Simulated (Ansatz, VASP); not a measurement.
B3As4 in VASP and in Ansatz

```
B As
1.0
    -2.94269    2.73028    3.19391
     2.94269   -2.73028    3.19391
     2.94269    2.73028   -3.19391
B As
3 4
Direct
  0.15172 0.00000 0.15172
  0.84828 0.00000 0.84828
  0.50000 0.50000 0.00000
  0.00000 0.00000 0.50000
  0.50000 0.00000 0.00000
  0.00000 0.50000 0.00000
  0.50000 0.50000 0.50000
```

Alike in both runs: functional PBE; k mesh 4 × 4 × 4; occupations gaussian, width 0.2 eV; no spin polarisation.

Ansatz relaxed the structure, and its values are those at the end. VASP's run is a single point on that final structure, the one shown.

|  | VASP | Ansatz |
| --- | --- | --- |
| version | VASP 6.6.1 | Ansatz 0.2.0 |
| potentials or method | VASP PAW PBE potentials, release 64 (B, As), cutoff 500 eV | scalar-relativistic, plane waves, PAW |
| valence electrons in the cell | 29 | 69 |

VASP gave:

```
gap on the k mesh at the Fermi level (eV) : none
pressure (GPa)                            : 0.4
rms of the force components (eV/Å)        : 0.003
```

Q: What did Ansatz give for the same quantities?

A: gap on the k mesh at the Fermi level (eV): none; pressure (GPa): 0.1; rms of the force components (eV/Å): 0.002.

A gap of «none» marks a metal or a gap that the smearing closes. VASP's potentials hold 29 valence electrons a cell and Ansatz's 69, so a difference there can come from the potentials and not from the codes.

The k mesh is coarse, so the values compare programs but aren't converged.
